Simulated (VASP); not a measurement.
# Mo (P6_3/mmc) in VASP: a series of runs

The runs below take Mo through single point, relaxation of cell and atoms, with PBEsol.

All numbers are computed with VASP 6.6.1; they aren't measurements. Logs are shortened: lines on timing, memory, paths and dates and some standing lists are left out, and cuts for length are marked.

## Step 1: The cell of the first run

Symmetry: P6_3/mmc, No. 194, hexagonal system. Conventional cell: a = 2.785 Å, b = 2.785 Å, c = 9.646 Å, α = 90.00°, β = 90.00°, γ = 120.00°. Within 3.7 Å of Mo (site symmetry -3m) lie 12 Mo at 2.79 to 2.90 Å. Within 3.7 Å of Mo (site symmetry -6m2) lie 12 Mo at 2.79 to 2.90 Å.

## Step 2: Single point, PBEsol (volume scaled by 1.04)

File INCAR:

```
ALGO = Normal
EDIFF = 1E-6
ENCUT = 520
GGA = PS
ISIF = 2
ISMEAR = -1
LASPH = True
LCHARG = True
LELF = True
LREAL = False
LVHAR = True
LWAVE = False
NBANDS = 36
NELM = 60
PREC = Accurate
SIGMA = 0.1
```

File KPOINTS:

```
k-points
0
Gamma
  15 15 4
```

File POSCAR:

```
Mo
1.0
    2.7850659603      0.0000000000      0.0000000000
   -1.3925329802      2.4119378729      0.0000000000
    0.0000000000      0.0000000000      9.6455624898
Mo
4
Direct
    1.0000000000      0.0000000000      0.0000000000
    1.0000000000      0.0000000000      0.5000000000
    0.3333333333      0.6666666667      0.2500000000
    0.6666666667      0.3333333333      0.7500000000
```

Potentials or basis: VASP PAW PBE potentials, release 64 (Mo_sv).

The run is started by

```
$ cat potpaw_PBE.64/Mo_sv/POTCAR > POTCAR
$ mpirun -np 1 vasp_std > vasp.out
```

OUTCAR:

```text
EDIFF = 1E-6
   ENCUT = 520
   GGA = PS
   ISIF = 2
   ISMEAR = -1
   LASPH = True
   LREAL = False
   NELM = 60
   PREC = Accurate

 ion  position               nearest neighbor table
   1  0.000  0.000  0.000-   3 2.90   4 2.90   4 2.90   3 2.90   4 2.90   3 2.90
   2  0.000  0.000  0.500-   3 2.90   4 2.90   4 2.90   3 2.90   4 2.90   3 2.90
   3  0.333  0.667  0.250-   1 2.90   2 2.90   1 2.90   2 2.90   1 2.90   2 2.90
   4  0.667  0.333  0.750-   1 2.90   2 2.90   1 2.90   2 2.90   1 2.90   2 2.90

  LATTYP: Found a hexagonal cell.
 ALAT       =     2.7850659603
 C/A-ratio  =     3.4633156368

  Lattice vectors:

 A1 = (   2.7850659603,   0.0000000000,   0.0000000000)
 A2 = (  -1.3925329802,   2.4119378729,   0.0000000000)
 A3 = (   0.0000000000,   0.0000000000,   9.6455624898)

Analysis of symmetry for initial positions (statically):
=====================================================================
 Subroutine PRICEL returns:
 Original cell was already a primitive cell.

 Routine SETGRP: Setting up the symmetry group for a
 hexagonal supercell.

 Subroutine GETGRP returns: Found 24 space group operations
 (whereof 12 operations were pure point group operations)
 out of a pool of 24 trial point group operations.

The static configuration has the point symmetry D_3d.
 The point group associated with its full space group is D_6h.

Analysis of symmetry for dynamics (positions and initial velocities):
=====================================================================
 Subroutine PRICEL returns:
 Original cell was already a primitive cell.

 Routine SETGRP: Setting up the symmetry group for a
 hexagonal supercell.

 Subroutine GETGRP returns: Found 24 space group operations
 (whereof 12 operations were pure point group operations)
 out of a pool of 24 trial point group operations.

The dynamic configuration has the point symmetry D_3d.
 The point group associated with its full space group is D_6h.

 Subroutine INISYM returns: Found 24 space group operations
 (whereof 12 operations are pure point group operations),
 and found     1 'primitive' translations

----------------------------------------------------------------------------------------

                                     Primitive cell

  volume of cell :      64.7932

  direct lattice vectors                    reciprocal lattice vectors
     2.785065960  0.000000000  0.000000000     0.359057923  0.207302189  0.000000000
    -1.392532980  2.411937873  0.000000000     0.000000000  0.414604377  0.000000000
     0.000000000  0.000000000  9.645562490     0.000000000  0.000000000  0.103674617

  length of vectors
     2.785065960  2.785065960  9.645562490     0.414604377  0.414604377  0.103674617

  position of ions in fractional coordinates (direct lattice)
     0.000000000  0.000000000  0.000000000
     0.000000000  0.000000000  0.500000000
     0.333333333  0.666666667  0.250000000
     0.666666667  0.333333333  0.750000000

  ion indices of the primitive-cell ions
   primitive index   ion index
                 1           1
                 2           2
                 3           3
                 4           4

----------------------------------------------------------------------------------------

 KPOINTS: k-points

Automatic generation of k-mesh.
 Grid dimensions read from file:
 generate k-points for:   15   15    4

 Generating k-lattice:

  Cartesian coordinates                     Fractional coordinates (reciprocal lattice)
     0.023937195  0.013820146  0.000000000     0.066666667  0.000000000  0.000000000
     0.000000000  0.027640292  0.000000000     0.000000000  0.066666667  0.000000000
     0.000000000  0.000000000  0.025918654     0.000000000  0.000000000  0.250000000

  Length of vectors
     0.027640292  0.027640292  0.025918654

  Shift w.r.t. Gamma in fractional coordinates (k-lattice)
     0.000000000  0.000000000  0.000000000

 Subroutine IBZKPT returns following result:
 ===========================================

 Found     81 irreducible k-points:

[... 48 lines left out ...]
  band No.  band energies     occupation
      1     -49.1543      2.00000
      2     -49.0805      2.00000
      3     -49.0574      2.00000
      4     -48.9821      2.00000
      5     -23.7563      2.00000
      6     -23.2253      2.00000
[... 28 lines left out ...]
     35      13.7942      0.00000
     36      13.7942      0.00000

 k-point     2 :       0.0667    0.0000    0.0000
  band No.  band energies     occupation
      1     -49.1451      2.00000
      2     -49.0728      2.00000
      3     -49.0498      2.00000
      4     -48.9760      2.00000
      5     -23.7385      2.00000
      6     -23.2232      2.00000
[... 28 lines left out ...]
     35      13.8372      0.00000
     36      13.9321      0.00000

 k-point     3 :       0.1333    0.0000    0.0000
  band No.  band energies     occupation
      1     -49.1186      2.00000
      2     -49.0510      2.00000
      3     -49.0280      2.00000
      4     -48.9591      2.00000
      5     -23.6870      2.00000
      6     -23.2231      2.00000
[... 28 lines left out ...]
     35      13.8684      0.00000
     36      14.1611      0.00000

 k-point     4 :       0.2000    0.0000    0.0000
  band No.  band energies     occupation
      1     -49.0789      2.00000
      2     -49.0187      2.00000
      3     -48.9957      2.00000
      4     -48.9345      2.00000
      5     -23.6074      2.00000
      6     -23.2529      2.00000
[... 28 lines left out ...]
     35      13.8815      0.00000
     36      14.0935      0.00000

 k-point     5 :       0.2667    0.0000    0.0000
  band No.  band energies     occupation
      1     -49.0318      2.00000
      2     -48.9814      2.00000
      3     -48.9584      2.00000
      4     -48.9074      2.00000
      5     -23.5145      2.00000
      6     -23.3789      2.00000
[... 655 lines left out ...]
 k-point    22 :       0.2667    0.2000    0.0000
  band No.  band energies     occupation
      1     -48.9348      2.00000
      2     -48.9102      2.00000
      3     -48.8871      2.00000
      4     -48.8624      2.00000
      5     -23.5931      2.00000
      6     -23.5593      2.00000
[... 28 lines left out ...]
     35      15.4626      0.00000
     36      15.5415      0.00000

 k-point    23 :       0.3333    0.2000    0.0000
  band No.  band energies     occupation
      1     -48.9062      2.00000
      2     -48.8920      2.00000
      3     -48.8690      2.00000
      4     -48.8548      2.00000
      5     -23.6613      2.00000
      6     -23.6151      2.00000
[... 28 lines left out ...]
     35      15.3882      0.00000
     36      15.5505      0.00000

 k-point    24 :       0.4000    0.2000    0.0000
  band No.  band energies     occupation
      1     -48.8948      2.00000
      2     -48.8856      2.00000
      3     -48.8625      2.00000
      4     -48.8534      2.00000
      5     -23.6869      2.00000
      6     -23.6342      2.00000
[... 28 lines left out ...]
     35      15.2194      0.00000
     36      15.4046      0.00000

 [... further k-points ...]
[... 5 lines left out ...]
  --------------------------------------------------------------------------------------
  -------------------------------------------------------------------------------------
  Total       -3.7554379     -3.7554379     -3.2657438      0.0000000      0.0000000      0.0000000
  in kB      -92.8628485    -92.8628485    -80.7539039      0.0000000      0.0000000      0.0000000
  external PRESSURE =     -88.8265336 kB  Pullay stress =       0.0000000 kB

 VOLUME and BASIS-vectors are now :
 -----------------------------------------------------------------------------
  energy-cutoff  :      520.00
  volume of cell :       64.79
      direct lattice vectors                 reciprocal lattice vectors
     2.785065960  0.000000000  0.000000000     0.359057923  0.207302189  0.000000000
    -1.392532980  2.411937873  0.000000000     0.000000000  0.414604377  0.000000000
     0.000000000  0.000000000  9.645562490     0.000000000  0.000000000  0.103674617

 POSITION                                       TOTAL-FORCE (eV/Angst)
 -----------------------------------------------------------------------------------
      0.00000      0.00000      0.00000         0.000000      0.000000     -0.000000
      0.00000      0.00000      4.82278         0.000000      0.000000     -0.000000
     -0.00000      1.60796      2.41139        -0.000000     -0.000000      0.000000
      1.39253      0.80398      7.23417         0.000000      0.000000      0.000000
 -----------------------------------------------------------------------------------
    total drift:                               -0.000000      0.000000      0.000000

  FREE ENERGIE OF THE ION-ELECTRON SYSTEM (eV)
  ---------------------------------------------------
  free  energy   TOTEN  =       -45.3980448789 eV

  energy  without entropy=      -45.2237982796  energy(sigma->0) =      -45.31092158
```

Run time: 92 s. Hardware: 1 thread of AMD EPYC 9R45 (Zen 5), shared host; peak memory 0.24 GiB.

What came out:

```
Free energy            : -45.3980 eV
Pressure               : -8.9 GPa
Band gap on the k mesh : zero (band 28 reaches 12.77 eV, above the bottom of band 29 at 11.09 eV)
```

Levels at points of the mesh, in eV from the Fermi level:
| k point | band 25 | band 26 | band 27 | band 28 | band 29 | band 30 | band 31 | band 32 |
| --- | --- | --- | --- | --- | --- | --- | --- | --- |
| (0.00, 0.00, 0.00) | -0.77 | -0.64 | -0.64 | -0.37 | -0.37 | -0.21 | -0.21 | 0.84 |
| (0.00, 0.00, 0.50) | -0.65 | -0.65 | -0.37 | -0.37 | -0.37 | -0.37 | -0.36 | -0.36 |

Caveat: the cell differs from its parent crystal (volume scaled by 1.04); the PAW data sets were made with another functional, which shifts forces and pressure a little.

## Step 3: Single point, PBEsol (volume scaled by 1.08)

File INCAR:

```
PREC     = Accurate       # precision mode
ENCUT    = 520            # plane-wave cutoff, eV
EDIFF    = 1E-6           # SCF threshold, eV
ISMEAR   = -1             # smearing method
SIGMA    = 0.1            # smearing width, eV
LREAL    = False          # projectors in reciprocal space
LASPH    = True           # aspherical terms in the spheres
NELM     = 100            # most SCF steps
ALGO     = Normal         # electronic algorithm
ISIF     = 2              # what is computed and relaxed
LWAVE    = False          # write WAVECAR
LCHARG   = False          # write CHGCAR
GGA      = PS             # functional
NBANDS   = 36             # bands
```

File KPOINTS:

```
Automatic mesh
0
Gamma
  15 15 4
```

File POSCAR:

```
Mo
1.0
    2.8203237027      0.0000000000      0.0000000000
   -1.4101618514      2.4424719735      0.0000000000
    0.0000000000      0.0000000000      9.7676711804
Mo
4
Direct
    1.0000000000      0.0000000000      0.0000000000
    1.0000000000      0.0000000000      0.5000000000
    0.3333333333      0.6666666667      0.2500000000
    0.6666666667      0.3333333333      0.7500000000
```

Potentials or basis: VASP PAW PBE potentials, release 64 (Mo_sv).

The run is started by

```
$ cat potpaw_PBE.64/Mo_sv/POTCAR > POTCAR
$ mpirun -np 1 vasp_std > vasp.out
```

It took 1.8 min on 1 thread of AMD EPYC 9R45 (Zen 5), shared host; peak memory 0.25 GiB.

It converged, with:

```yaml
Free_energy: -45.1995 eV
Pressure: -16.5 GPa
Band_gap_on_the_k_mesh: zero (band 28 reaches 12.16 eV, above the bottom of band 29 at 10.55 eV)
```

Stress tensor (GPa, compression positive):
```
-17.30   0.00   0.00
  0.00 -17.30   0.00
  0.00   0.00 -15.01
```

Levels at points of the mesh, in eV from the Fermi level:
```tsv
k point	band 26	band 27	band 28	band 29	band 30	band 31
(0.00, 0.00, 0.00)	-0.59	-0.59	-0.34	-0.34	-0.18	-0.18
(0.00, 0.00, 0.50)	-0.60	-0.41	-0.41	-0.34	-0.34	-0.34
```

Caveat: the cell differs from its parent crystal (volume scaled by 1.08); the PAW data sets were made with another functional, which shifts forces and pressure a little.

## Step 4: Single point, PBEsol (volume scaled by 1.12)

File INCAR:

```
SYSTEM = Mo
ALGO = Normal
EDIFF = 1E-6
ENCUT = 520
GGA = PS
ISIF = 2
ISMEAR = -1
LASPH = .TRUE.
LCHARG = .FALSE.
LREAL = .FALSE.
LWAVE = .FALSE.
NBANDS = 36
NELM = 80
PREC = Accurate
SIGMA = 0.1
```

File KPOINTS:

```
k-points
0
G
  15 15 4
  0 0 0
```

File POSCAR:

```
Mo
1.0
    2.8547212843      0.0000000000      0.0000000000
   -1.4273606421      2.4722611529      0.0000000000
    0.0000000000      0.0000000000      9.8868008624
Mo
4
Direct
    1.0000000000      0.0000000000      0.0000000000
    1.0000000000      0.0000000000      0.5000000000
    0.3333333333      0.6666666667      0.2500000000
    0.6666666667      0.3333333333      0.7500000000
```

The run is started by

```
$ cat potpaw_PBE.64/Mo_sv/POTCAR > POTCAR
$ mpirun -np 1 vasp_std > vasp.out
```

It took 96 s on 1 thread of AMD EPYC 9R45 (Zen 5), shared host; peak memory 0.25 GiB.

Results (log left out):

| Quantity | Value |
| --- | --- |
| Free energy | -44.8934 eV |
| Pressure | -22.8 GPa |
| Band gap on the k mesh | zero (band 28 reaches 11.58 eV, above the bottom of band 29 at 10.04 eV) |

Stress tensor (GPa, compression positive):
```
-23.80   0.00   0.00
  0.00 -23.80   0.00
  0.00   0.00 -20.68
```

Levels at points of the mesh, in eV from the Fermi level:
```tsv
k point	band 24	band 25	band 26	band 27	band 28	band 29	band 30	band 31	band 32	band 33
(0.00, 0.00, 0.00)	-0.66	-0.66	-0.55	-0.55	-0.31	-0.31	-0.16	-0.16	0.67	1.41
(0.00, 0.00, 0.50)	-0.55	-0.55	-0.55	-0.44	-0.44	-0.31	-0.31	-0.31	-0.31	1.69
```

Caveat: the cell differs from its parent crystal (volume scaled by 1.12); the PAW data sets were made with another functional, which shifts forces and pressure a little.

## Step 5: Single point, PBEsol

This run uses another cell than the first one, of 15.58 Å³/atom, 0.962 times its volume.

File INCAR:

```
PREC = Accurate
ENCUT = 520
EDIFF = 1E-7
ISMEAR = -1
SIGMA = 0.1
LREAL = False
LASPH = True
NELM = 80
ALGO = Normal
ISIF = 2
LWAVE = False
LCHARG = True
GGA = PS
LELF = True
LVHAR = True
NBANDS = 36
```

File KPOINTS:

```
Automatic mesh
0
Gamma
  17 17 5
```

File POSCAR:

```
Mo
1.0
    2.7488921781      0.0000000000      0.0000000000
   -1.3744460891      2.3806104585      0.0000000000
    0.0000000000      0.0000000000      9.5202812642
Mo
4
Direct
    1.0000000000      0.0000000000      0.0000000000
    1.0000000000      0.0000000000      0.5000000000
    0.3333333333      0.6666666667      0.2500000000
    0.6666666667      0.3333333333      0.7500000000
```

The run is started by

```
$ cat potpaw_PBE.64/Mo_sv/POTCAR > POTCAR
$ mpirun -np 1 vasp_std > vasp.out
```

Wall time 86 s (1 thread of AMD EPYC 9R45 (Zen 5), shared host); peak memory 0.25 GiB.

Results (log left out):

- Free energy: -45.4588 eV
- Pressure: 0.6 GPa
- Band gap on the k mesh: zero (band 28 reaches 13.42 eV, above the bottom of band 29 at 11.66 eV)

Levels at points of the mesh, in eV from the Fermi level:
```tsv
k point	band 26	band 27	band 28	band 29	band 30	band 31
(0.00, 0.00, 0.00)	-0.69	-0.69	-0.41	-0.41	-0.24	-0.24
```

Caveat: the PAW data sets were made with another functional, which shifts forces and pressure a little.

## Step 6: Relaxation of cell and atoms, PBEsol

This run uses another cell than the first one, of 15.59 Å³/atom, 0.962 times its volume.

File INCAR:

```
SYSTEM = Mo
PREC = Accurate
ENCUT = 600
EDIFF = 1E-7
ISMEAR = -1
SIGMA = 0.1
LREAL = .FALSE.
LASPH = .TRUE.
NELM = 80
ALGO = Normal
ISIF = 3
LWAVE = .FALSE.
LCHARG = .FALSE.
GGA = PS
IBRION = 2
NSW = 80
EDIFFG = -0.01
```

File KPOINTS:

```
Automatic mesh
0
G
  13 13 4
  0 0 0
```

File POSCAR:

```
Mo
1.0
    2.8039216218      0.0000000000      0.0000000000
   -1.4019608109      2.4282673547      0.0000000000
    0.0000000000      0.0000000000      9.1576080168
Mo
4
Direct
    0.0000000000      0.0000000000      0.0000000000
    0.0000000000      0.0000000000      0.5000000000
    0.3333333333      0.6666666667      0.2500000000
    0.6666666667      0.3333333333      0.7500000000
```

Potentials or basis: VASP PAW PBE potentials, release 64 (Mo_sv).

The run is started by

```
$ cat potpaw_PBE.64/Mo_sv/POTCAR > POTCAR
$ mpirun -np 1 vasp_std > vasp.out
```

It took 8.3 min on 1 thread of Intel Xeon 6975P-C (Granite Rapids), shared host; peak memory 0.29 GiB.

The run converged. Its results:

* Free energy: -45.4595 eV
* Relaxed volume: 15.60 Å³/atom
* Relaxed cell: a = 2.752 Å, b = 2.752 Å, c = 9.517 Å, α = 90.00°, β = 90.00°, γ = 120.00°
* Space group after relaxing (to 0.05 Å): P6_3/mmc (No. 194)
* Energy gained by relaxing: 10.6 meV/atom
* Ionic steps: 12
* Pressure after relaxing: 0.0 GPa
* Band gap on the k mesh: zero (band 28 reaches 13.40 eV, above the bottom of band 29 at 11.57 eV)

Stress tensor (GPa, compression positive):
```
-0.08  0.00  0.00
 0.00 -0.08  0.00
 0.00  0.00  0.09
```

The path:
```tsv
step	energy change (eV)	largest force (eV/Å)	pressure (GPa)	volume (Å³)
1	0.0000	0.0000	-0.65	62.35
2	-0.0142	0.0000	1.89	61.78
3	-0.0173	0.0000	3.91	61.35
4	-0.0206	0.0000	3.89	61.37
5	-0.0282	0.0000	3.86	61.42
6	-0.0288	0.0000	4.02	61.52
7	-0.0313	0.0000	3.90	61.48
8	-0.0372	0.0000	2.64	61.76
9	-0.0423	0.0000	0.05	62.38
10	-0.0423	0.0000	-0.03	62.39
11	-0.0423	0.0000	-0.02	62.40
12	-0.0424	0.0000	-0.02	62.40
```

Final structure:
```
Mo
1.0
     2.75154    0.00000    0.00000
    -1.37577    2.38291    0.00000
     0.00000    0.00000    9.51681
Mo
4
Direct
  0.00000 0.00000 0.00000
  0.00000 0.00000 0.50000
  0.33333 0.66667 0.25000
  0.66667 0.33333 0.75000
```

Levels at points of the mesh, in eV from the Fermi level:
```csv
k point,band 24,band 25,band 26,band 27,band 28,band 29,band 30,band 31,band 32,band 33
"(0.00, 0.00, 0.00)",-0.83,-0.83,-0.70,-0.70,-0.41,-0.41,-0.24,-0.24,0.97,1.60
"(0.00, 0.00, 0.50)",-0.70,-0.70,-0.70,-0.41,-0.41,-0.41,-0.41,-0.30,-0.30,1.94
```

Caveat: the PAW data sets were made with another functional, which shifts forces and pressure a little.

## Step 7: The runs side by side

```tsv
task	cell	k mesh	cutoff (eV)	gap on the mesh (eV)	pressure (GPa)
single point	a = 2.785, b = 2.785, c = 9.646 Å, angles 90.0, 90.0, 120.0°, 4 atoms	15 × 15 × 4	520	none	-8.9
single point	a = 2.820, b = 2.820, c = 9.768 Å, angles 90.0, 90.0, 120.0°, 4 atoms	15 × 15 × 4	520	none	-16.5
single point	a = 2.855, b = 2.855, c = 9.887 Å, angles 90.0, 90.0, 120.0°, 4 atoms	15 × 15 × 4	520	none	-22.8
single point	a = 2.749, b = 2.749, c = 9.520 Å, angles 90.0, 90.0, 120.0°, 4 atoms	17 × 17 × 5	520	none	0.6
relaxation of cell and atoms	relaxed from a = 2.804, b = 2.804, c = 9.158 Å, angles 90.0, 90.0, 120.0°, 4 atoms	13 × 13 × 4	600	none	0.0
```

Alike in all rows: level PBEsol; potentials or basis VASP PAW PBE potentials, release 64 (Mo_sv); no spin polarisation; smearing fermi-dirac 0.1 eV.

Caveats: the PAW data sets were made with another functional, which shifts forces and pressure a little.

Total energies depend on the potentials used, so only differences within one code and one set of settings carry meaning.
